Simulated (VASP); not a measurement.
Wanted: the native input for a VASP 6.6.1 run.

| Quantity | Value |
| --- | --- |
| Task | single point |
| Functional | PBE |
| Potentials or basis | VASP PAW PBE potentials, release 64 (Li_sv, F) |
| Cutoff | 520 eV |
| k mesh | 10 × 10 × 10 |
| Occupations | gaussian, width 0.02 eV |
| Spin | no spin polarisation |
| Dipole correction | no |
| Further INCAR settings | ALGO = Normal; EDIFF = 1e-06; NBANDS = 12 |

The structure of LiF (Griceite) lies in POSCAR:

```
LiF
1.0
    0.0000000000      2.0991766373      2.0991766373
    2.0991766373      0.0000000000      2.0991766373
    2.0991766373      2.0991766373      0.0000000000
Li F
1 1
Direct
    0.0000000000      0.0000000000      0.0000000000
    0.5000000000      0.5000000000      0.5000000000
```

This cell differs from its parent crystal: volume scaled by 1.10.

These files were run (other wordings do the same):

INCAR

```
PREC = Accurate
ENCUT = 520
EDIFF = 1E-6
ISMEAR = 0
SIGMA = 0.02
LREAL = F
LASPH = T
NELM = 100
ALGO = Normal
ISIF = 2
LWAVE = F
LCHARG = T
GGA = PE
LELF = T
LVHAR = T
NBANDS = 12
```

KPOINTS

```
Automatic mesh
0
Gamma
  10 10 10
```

Potentials or basis: VASP PAW PBE potentials, release 64 (Li_sv, F).

Run with:

```sh
$ cat potpaw_PBE.64/Li_sv/POTCAR potpaw_PBE.64/F/POTCAR > POTCAR
$ mpirun -np 1 vasp_std > vasp.out
```

It gave:

| Item | Value |
| --- | --- |
| Band gap on the k mesh | 8.06 eV, direct |

Run time: 6.1 s on 1 thread of Intel(R) Xeon(R) Platinum 8488C (Sapphire Rapids), with other jobs on the host, peak memory 0.13 GiB.
